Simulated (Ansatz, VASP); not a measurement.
## One calculation of RuBr2, two programs

File INCAR:

```
SYSTEM = RuBr2
PREC = Accurate
ENCUT = 520
EDIFF = 1E-7
ISMEAR = 0
SIGMA = 0.05
LREAL = .False.
LASPH = .True.
NELM = 150
ALGO = Normal
ISIF = 2
LWAVE = .False.
LCHARG = .True.
ISPIN = 2
MAGMOM = 1 0 0
LORBIT = 11
LMAXMIX = 4
LDAU = .True.
LDAUTYPE = 2
LDAUL = 2 -1
LDAUU = 2 0
LDAUJ = 0 0
LDAUPRINT = 1
GGA = PS
LELF = .True.
LVHAR = .True.
NBANDS = 25
```

The input KPOINTS:

```
regular mesh
0
Gamma
  5 5 5
  0 0 0
```

Contents of POSCAR:

```
RuBr2
1.0
    0.0000000000      3.1637246900      3.1637246900
    3.1637246900      0.0000000000      3.1637246900
    3.1637246900      3.1637246900      0.0000000000
Ru Br
1 2
Direct
    0.0000000000      0.0000000000      0.0000000000
    0.2500000000      0.2500000000      0.2500000000
    0.7500000000      0.7500000000      0.7500000000
```

input.yaml

```yaml
crystal:
  lattice:
    - [0.0, 3.16372469, 3.16372469]
    - [3.16372469, 0.0, 3.16372469]
    - [3.16372469, 3.16372469, 0.0]
  atoms:
    - { symbol: Ru, position: [0.0, 0.0, 0.0], spin: 1.0 }
    - { symbol: Br, position: [0.25, 0.25, 0.25] }
    - { symbol: Br, position: [0.75, 0.75, 0.75] }
hamiltonian:
  xc: pbesol
  pseudopotentials: { kind: paw }
  hubbard: { sites: [{ species: Ru, l: d, u_eff: 2.0 }] }
magnetization:
  spin_polarized: true
kpoints:
  mp_grid: { grid: [5, 5, 5] }
scf:
  occupations: { method: gaussian, width: 0.05 }
output:
  forces: true
  stress: true
  eigenvalues: true
```

Alike in both runs: task single point; functional PBEsol; k mesh 5 × 5 × 5; occupations gaussian, width 0.05 eV; collinear spin; Hubbard terms Ru d U = 2.0 eV.

|  | VASP | Ansatz |
| --- | --- | --- |
| version | VASP 6.6.1 | Ansatz 0.2.0 |
| potentials or method | VASP PAW PBE potentials, release 64 (Ru_pv, Br) | Ansatz PAW |
| plane-wave cutoff (eV) | 520 | 420 |
| valence electrons in the cell | 28 | 30 |

|  | VASP | Ansatz | Ansatz less VASP |
| --- | --- | --- | --- |
| gap on the k mesh at the Fermi level (eV) | none | none | - |
| pressure (GPa) | -3.1 | 1.9 | +5.01 |
| net moment per atom (μB) | 0.04 | 0.67 | +0.623 |
| size of the moment on the site where the two differ most (μB) | 0.12 | 1.70 | +1.576 |

The net moments are unlike, so the other rows may belong to different states. VASP's potentials were made for PBE, not for PBEsol. Site moments also hang on the region over which each program counts them. The programs project onto different local orbitals, so the same U acts differently, and such runs can settle in different states. A gap of «none» marks a metal or a gap that the smearing closes. VASP's potentials hold 28 valence electrons a cell and Ansatz's 30, so a difference there can come from the potentials and not from the codes.

Noted on Ansatz's run: the magnetic or orbital state may not be the lowest.
